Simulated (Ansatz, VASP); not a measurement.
# Al2O3 in VASP and in Ansatz

```
Al O
1.0
     2.40251    1.38709    4.37208
    -2.40251    1.38709    4.37208
     0.00000   -2.77418    4.37208
Al O
4 6
Direct
  0.64790 0.64790 0.64790
  0.85210 0.85210 0.85210
  0.14790 0.14790 0.14790
  0.35210 0.35210 0.35210
  0.44385 0.05615 0.75000
  0.94385 0.25000 0.55615
  0.05615 0.75000 0.44385
  0.75000 0.44385 0.05615
  0.25000 0.55615 0.94385
  0.55615 0.94385 0.25000
```

Alike in both runs: task electric field gradients; functional PBE; k mesh 8 × 8 × 8; occupations fermi-dirac, width 0.02 eV; no spin polarisation.

|  | VASP | Ansatz |
| --- | --- | --- |
| version | VASP 6.6.1 | Ansatz 0.2.0 |
| potentials or method | VASP PAW PBE potentials, release 64 (Al, O) | plane-wave PAW, scalar-relativistic |
| plane-wave cutoff (eV) | 520 | 420 |
| valence electrons in the cell | 48 | 48 |

```csv
,VASP,Ansatz,Ansatz less VASP
gap on the k mesh at the Fermi level (eV),5.88,5.88,+0.003
pressure (GPa),0.3,0.5,+0.17
"traceless stress, the component that is largest in VASP (GPa)",-0.07,-0.05,+0.025
rms of the force components (eV/Å),0.005,0.005,-0.0009
size of Vzz on the site where it differs most (V/Å²),39.0,40.0,+1.00
```

Atom by atom the forces differ by 0.001 eV/Å (rms over components). With one functional, cell and mesh, what is left measures potentials, basis and numerics.
